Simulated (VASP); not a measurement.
# BAs (F-43m) in VASP: a series of runs

Aim: see how the results for BAs move with the level of theory and the settings. Levels: PBE, PBEsol. Tasks: single point.

All numbers are computed with VASP 6.6.1; they aren't measurements. Logs are shortened: lines on timing, memory, paths and dates and some standing lists are left out, and cuts for length are marked.

### 1 The cell of the first run

Symmetry: F-43m, No. 216, cubic system. Conventional cell: a = 4.903 Å, b = 4.903 Å, c = 4.903 Å, α = 90.00°, β = 90.00°, γ = 90.00°. B (site symmetry -43m) has 4 As at 2.12 Å within 2.8 Å. As (site symmetry -43m) has 4 B at 2.12 Å within 2.8 Å.

### 2 Single point, PBE (volume scaled by 1.06)

INCAR reads:

```
ALGO = Normal ; EDIFF = 1E-6
ENCUT = 520 ; GGA = PE
ISIF = 2 ; ISMEAR = 0
LASPH = True ; LCHARG = False
LREAL = False ; LWAVE = False
NBANDS = 11 ; NELM = 100
PREC = Accurate ; SIGMA = 0.02
```

KPOINTS reads:

```
k-points
0
Gamma
  10 10 10
```

POSCAR reads:

```
BAs
1.0
    0.0000000000      2.4515684555      2.4515684555
    2.4515684555      0.0000000000      2.4515684555
    2.4515684555      2.4515684555      0.0000000000
B As
1 1
Direct
    0.0000000000      0.0000000000      0.0000000000
    0.2500000000      0.2500000000      0.2500000000
```

Potentials or basis: VASP PAW PBE potentials, release 64 (B, As).

On the command line:

```sh
$ cat potpaw_PBE.64/B/POTCAR potpaw_PBE.64/As/POTCAR > POTCAR
$ mpirun -np 1 vasp_std > vasp.out
```

OUTCAR:

```text
EDIFF = 1E-6
   ENCUT = 520
   GGA = PE
   ISIF = 2
   ISMEAR = 0
   LASPH = True
   LREAL = False
   NELM = 100
   PREC = Accurate

 ion  position               nearest neighbor table
   1  0.000  0.000  0.000-   2 2.12   2 2.12   2 2.12   2 2.12
   2  0.250  0.250  0.250-   1 2.12   1 2.12   1 2.12   1 2.12

  LATTYP: Found a face centered cubic cell.
 ALAT       =     4.9031369110

  Lattice vectors:

 A1 = (   0.0000000000,   2.4515684555,   2.4515684555)
 A2 = (   2.4515684555,   0.0000000000,   2.4515684555)
 A3 = (   2.4515684555,   2.4515684555,   0.0000000000)

Analysis of symmetry for initial positions (statically):
=====================================================================
 Subroutine PRICEL returns:
 Original cell was already a primitive cell.

 Routine SETGRP: Setting up the symmetry group for a
 face centered cubic supercell.

 Subroutine GETGRP returns: Found 24 space group operations
 (whereof 24 operations were pure point group operations)
 out of a pool of 48 trial point group operations.

The static configuration has the point symmetry T_d .

Analysis of symmetry for dynamics (positions and initial velocities):
=====================================================================
 Subroutine PRICEL returns:
 Original cell was already a primitive cell.

 Routine SETGRP: Setting up the symmetry group for a
 face centered cubic supercell.

 Subroutine GETGRP returns: Found 24 space group operations
 (whereof 24 operations were pure point group operations)
 out of a pool of 48 trial point group operations.

The dynamic configuration has the point symmetry T_d .

 Subroutine INISYM returns: Found 24 space group operations
 (whereof 24 operations are pure point group operations),
 and found     1 'primitive' translations

----------------------------------------------------------------------------------------

                                     Primitive cell

  volume of cell :      29.4688

  direct lattice vectors                    reciprocal lattice vectors
     0.000000000  2.451568455  2.451568455    -0.203951066  0.203951066  0.203951066
     2.451568455  0.000000000  2.451568455     0.203951066 -0.203951066  0.203951066
     2.451568455  2.451568455  0.000000000     0.203951066  0.203951066 -0.203951066

  length of vectors
     3.467041359  3.467041359  3.467041359     0.353253609  0.353253609  0.353253609

  position of ions in fractional coordinates (direct lattice)
     0.000000000  0.000000000  0.000000000
     0.250000000  0.250000000  0.250000000

  ion indices of the primitive-cell ions
   primitive index   ion index
                 1           1
                 2           2

----------------------------------------------------------------------------------------

 KPOINTS: k-points

Automatic generation of k-mesh.
 Grid dimensions read from file:
 generate k-points for:   10   10   10

 Generating k-lattice:

  Cartesian coordinates                     Fractional coordinates (reciprocal lattice)
    -0.020395107  0.020395107  0.020395107     0.100000000  0.000000000  0.000000000
     0.020395107 -0.020395107  0.020395107     0.000000000  0.100000000  0.000000000
     0.020395107  0.020395107 -0.020395107     0.000000000  0.000000000  0.100000000

  Length of vectors
     0.035325361  0.035325361  0.035325361

  Shift w.r.t. Gamma in fractional coordinates (k-lattice)
     0.000000000  0.000000000  0.000000000

 Subroutine IBZKPT returns following result:
 ===========================================

 Found     47 irreducible k-points:

 Following reciprocal coordinates:
            Coordinates               Weight
  0.000000  0.000000  0.000000      1.000000
  0.100000  0.000000  0.000000      8.000000
  0.200000  0.000000  0.000000      8.000000
  0.300000  0.000000  0.000000      8.000000
  0.400000  0.000000  0.000000      8.000000
  0.500000  0.000000  0.000000      4.000000
[... 16 lines left out ...]
  0.300000  0.300000  0.000000      6.000000
  0.400000  0.300000  0.000000     24.000000
 [... further k-points ...]
   k-points           NKPTS =     47   k-points in BZ     NKDIM =     47   number of bands    NBANDS=     11
   number of dos      NEDOS =    301   number of ions     NIONS =      2
   total plane-waves  NPLWV =  21952
   dimension x,y,z NGX =    28 NGY =   28 NGZ =   28
   dimension x,y,z NGXF=    56 NGYF=   56 NGZF=   56
   ions per type =               1   1
   NGX,Y,Z   is equivalent  to a cutoff of  13.43, 13.43, 13.43 a.u.
   NGXF,Y,Z  is equivalent  to a cutoff of  26.85, 26.85, 26.85 a.u.
 SYSTEM =  unknown system
   PREC   = accura    normal or accurate (medium, high low for compatibility)
   ISTART =      0    job   : 0-new  1-cont  2-samecut
   ICHARG =      2    charge: 1-file 2-atom 10-const
   ISPIN  =      1    spin polarized calculation?
   LNONCOLLINEAR =      F non collinear calculations
   LSORBIT =      F    spin-orbit coupling
   LASPH  =      T    aspherical Exc in radial PAW
   ENCUT  =  520.0 eV  38.22 Ry    6.18 a.u.   6.45  6.45  6.45*2*pi/ulx,y,z
   NELM   =    100;   NELMIN=  2; NELMDL= -5     # of ELM steps
   EDIFF  = 0.1E-05   stopping-criterion for ELM
   LREAL  =      F    real-space projection
   EDIFFG = 0.1E-04   stopping-criterion for IOM
   NSW    =      0    number of steps for IOM
   IBRION =     -1    ionic relax: 0-MD 1-quasi-New 2-CG
   NFREE  =      0    steps in history (QN), initial steepest desc. (CG)
   ISIF   =      2    stress and relaxation
   ISYM   =      2    0-nonsym 1-usesym 2-fastsym
   POTIM  = 0.5000    time-step for ionic-motion
   TEBEG  =    0.0;   TEEND  =   0.0 temperature during run
   PSTRESS=    0.0 pullay stress
   NELECT =       8.0000    total number of electrons
   NUPDOWN=      -1.0000    fix difference up-down
   EMIN   =  10.00;   EMAX   =-10.00  energy-range for DOS
   EFERMI =   0.00;   METHOD = LEGACY
   ISMEAR =     0;   SIGMA  =   0.02  broadening in eV -4-tet -1-fermi 0-gaus
   EFERMI_NEDOS =   21; number of points for ismear=-14 and -15
   IALGO  =     38    algorithm
   IMIX   =      4    mixing-type and parameters
     AMIX     =   0.40;   BMIX     =  1.00
     AMIX_MAG =   1.60;   BMIX_MAG =  1.00
  volume/ion in A,a.u.               =      14.73        99.43
  Fermi-wavevector in a.u.,A,eV,Ry     =   1.060028  2.003163 15.288323  1.123660
  Thomas-Fermi vector in A             =   2.195395
   LORBIT       =      0    0 simple, 1 ext, 2 COOP (PROOUT), +10 PAW based schemes
   GGA     = PE    functional components
   LHFCALC =     F    Hartree Fock is set to
   AEXX    =    0.0000 exact exchange contribution
   IVDW    =     0    specifies the selected vdW correction
   LEPSILON=     F    determine dielectric tensor
   LRPA    =     F    only Hartree local field effects (RPA)
 non-spin polarized calculation
 Gauss-broadening in eV      SIGMA  =   0.02
  energy-cutoff  :      520.00
  volume of cell :       29.47
 maximum number of plane-waves:       821
 NGX is ok and might be reduce to    28
   NGX = 13   NGY = 13   NGZ = 13

 number of electron       8.0000000 magnetization

 Free energy of the ion-electron system (eV)
  ---------------------------------------------------
  ext. energy  EPLUGINS =         0.00000000
  ---------------------------------------------------
  free energy    TOTEN  =       -11.38230158 eV

  energy without entropy =      -11.38230158  energy(sigma->0) =      -11.38230158

 E-fermi :   5.4649     XC(G=0): -10.2485

 val. band max:        5.2913474073   @ k =   0.0000   0.0000   0.0000
 cond. band min:       6.5440205202   @ k =   0.4000   0.4000   0.0000
 fundamental gap:      1.2526731129
 Fermi energy:         5.4649057583

 k-point     1 :       0.0000    0.0000    0.0000
  band No.  band energies     occupation
      1      -9.4208      2.00000
      2       5.2913      2.00000
      3       5.2913      2.00000
      4       5.2913      2.00000
      5       8.4737      0.00000
      6       8.4737      0.00000
      7       8.4737      0.00000
      8       9.0083      0.00000
      9      14.5113      0.00000
     10      17.9331      0.00000
     11      17.9331      0.00000

 k-point     2 :       0.1000    0.0000    0.0000
  band No.  band energies     occupation
      1      -9.2683      2.00000
      2       3.9341      2.00000
      3       5.0164      2.00000
      4       5.0164      2.00000
      5       8.4219      0.00000
      6       8.8382      0.00000
      7       8.8382      0.00000
      8      10.0933      0.00000
      9      15.1039      0.00000
     10      16.9586      0.00000
     11      16.9586      0.00000

 k-point     3 :       0.2000    0.0000    0.0000
  band No.  band energies     occupation
      1      -8.8199      2.00000
      2       1.6934      2.00000
      3       4.4856      2.00000
      4       4.4856      2.00000
      5       8.1111      0.00000
      6       9.5131      0.00000
      7       9.5131      0.00000
      8      11.8473      0.00000
      9      16.0871      0.00000
     10      16.2766      0.00000
     11      16.2766      0.00000

 k-point     4 :       0.3000    0.0000    0.0000
  band No.  band energies     occupation
      1      -8.1147      2.00000
      2      -0.4507      2.00000
      3       4.0115      2.00000
      4       4.0115      2.00000
      5       7.8081      0.00000
      6       9.9285      0.00000
      7       9.9285      0.00000
      8      13.2804      0.00000
      9      16.2138      0.00000
     10      16.6536      0.00000
     11      16.6536      0.00000
[... 239 lines left out ...]
 k-point    22 :      -0.2000    0.2000    0.0000
  band No.  band energies     occupation
      1      -7.8714      2.00000
      2       0.0168      2.00000
      3       1.5414      2.00000
      4       4.0921      2.00000
      5       8.9190      0.00000
      6      10.2054      0.00000
      7      10.9827      0.00000
      8      11.9222      0.00000
      9      15.0667      0.00000
     10      17.4217      0.00000
     11      18.6948      0.00000

 k-point    23 :       0.3000    0.3000    0.0000
  band No.  band energies     occupation
      1      -7.6500      2.00000
      2       0.1822      2.00000
      3       2.3579      2.00000
      4       2.3579      2.00000
      5       6.7394      0.00000
      6       8.8857      0.00000
      7      13.2605      0.00000
      8      13.2605      0.00000
      9      15.6177      0.00000
     10      19.4960      0.00000
     11      19.9812      0.00000

 k-point    24 :       0.4000    0.3000    0.0000
  band No.  band energies     occupation
      1      -6.9879      2.00000
      2      -0.9624      2.00000
      3       1.6312      2.00000
      4       2.0810      2.00000
      5       7.0253      0.00000
      6       8.6462      0.00000
      7      13.5880      0.00000
      8      13.8550      0.00000
      9      16.6803      0.00000
     10      20.1464      0.00000
     11      20.6654      0.00000

 [... further k-points ...]
[... 5 lines left out ...]
  --------------------------------------------------------------------------------------
  -------------------------------------------------------------------------------------
  Total       -1.1612782     -1.1612782     -1.1612782      0.0000000     -0.0000000      0.0000000
  in kB      -63.1371242    -63.1371242    -63.1371242      0.0000000     -0.0000000      0.0000000
  external PRESSURE =     -63.1371242 kB  Pullay stress =       0.0000000 kB

 VOLUME and BASIS-vectors are now :
 -----------------------------------------------------------------------------
  energy-cutoff  :      520.00
  volume of cell :       29.47
      direct lattice vectors                 reciprocal lattice vectors
     0.000000000  2.451568455  2.451568455    -0.203951066  0.203951066  0.203951066
     2.451568455  0.000000000  2.451568455     0.203951066 -0.203951066  0.203951066
     2.451568455  2.451568455  0.000000000     0.203951066  0.203951066 -0.203951066

 POSITION                                       TOTAL-FORCE (eV/Angst)
 -----------------------------------------------------------------------------------
      0.00000      0.00000      0.00000         0.000000      0.000000     -0.000000
      1.22578      1.22578      1.22578        -0.000000     -0.000000      0.000000
 -----------------------------------------------------------------------------------
    total drift:                               -0.000000     -0.000000      0.000000

  FREE ENERGIE OF THE ION-ELECTRON SYSTEM (eV)
  ---------------------------------------------------
  free  energy   TOTEN  =       -11.3823015762 eV

  energy  without entropy=      -11.3823015762  energy(sigma->0) =      -11.38230158
```

Wall time 14 s (1 thread of Intel Xeon Platinum 8259CL at 2.50GHz (Skylake/Cascade Lake), shared host); peak memory 0.16 GiB.

What came out:

```yaml
Free_energy: -11.3823 eV
Pressure: -6.3 GPa
Band_gap_on_the_k_mesh: 1.25 eV, indirect (least direct gap 3.18 eV)
```

[end of part 1 of 2]
